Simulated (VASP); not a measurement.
A run of VASP 6.6.1:

The input POSCAR:

```
Ba6HfO8
1.0
    0.0000000000      5.4416260000      5.4416260000
    5.4416260000      0.0000000000      5.4416260000
    5.4416260000      5.4416260000      0.0000000000
Ba Hf O
6 1 8
Direct
    0.5000000000      0.0000000000      0.0000000000
    0.5000000000      0.0000000000      0.5000000000
    0.0000000000      0.0000000000      0.5000000000
    0.5000000000      0.5000000000      0.0000000000
    0.0000000000      0.5000000000      0.0000000000
    0.0000000000      0.5000000000      0.5000000000
    0.0000000000      0.0000000000      0.0000000000
    0.8015490000      0.1984510000      0.1984510000
    0.2500000000      0.2500000000      0.2500000000
    0.1984510000      0.8015490000      0.1984510000
    0.1984510000      0.1984510000      0.8015490000
    0.8015490000      0.8015490000      0.1984510000
    0.8015490000      0.1984510000      0.8015490000
    0.7500000000      0.7500000000      0.7500000000
    0.1984510000      0.8015490000      0.8015490000
```

INCAR.step1

```
SYSTEM = Ba6HfO8
  PREC = Accurate
  ENCUT = 520
  ISMEAR = -1
  SIGMA = 0.02
  LREAL = Auto
  LASPH = .True.
  NELM = 100
  NBANDS = 72
  GGA = PE
  ALGO = Normal
  EDIFF = 1E-4
  LWAVE = .True.
  LCHARG = .False.
```

File INCAR.step2:

```
SYSTEM = Ba6HfO8
  PREC = Accurate
  ENCUT = 520
  EDIFF = 1E-8
  ISMEAR = -1
  SIGMA = 0.02
  LREAL = Auto
  LASPH = .True.
  NELM = 100
  ALGO = Normal
  ISIF = 2
  LWAVE = .False.
  LCHARG = .False.
  METAGGA = R2SCAN
  LMIXTAU = .True.
  LEFG = .True.
  NBANDS = 72
  ISTART = 1
```

KPOINTS

```
regular mesh
0
Gamma
  4 4 4
  0 0 0
```

Potentials or basis: VASP PAW PBE potentials, release 64 (Ba_sv, Hf_pv, O).

Run with:

```bash
$ cat potpaw_PBE.64/Ba_sv/POTCAR potpaw_PBE.64/Hf_pv/POTCAR potpaw_PBE.64/O/POTCAR > POTCAR
$ cp INCAR.step1 INCAR
$ mpirun -np 1 vasp_std > vasp.out
$ cp INCAR.step2 INCAR
$ mpirun -np 1 vasp_std > vasp.out
```

Hardware: 1 thread of Intel(R) Xeon(R) Platinum 8259CL CPU @ 2.50GHz (Skylake/Cascade Lake), on a shared host.

**Question.** Estimate the wall time of this run.

**Answer.** It took 38 min on 1 thread of Intel(R) Xeon(R) Platinum 8259CL CPU @ 2.50GHz (Skylake/Cascade Lake), on a shared host, peak memory 0.63 GiB. Counts: k points 8.
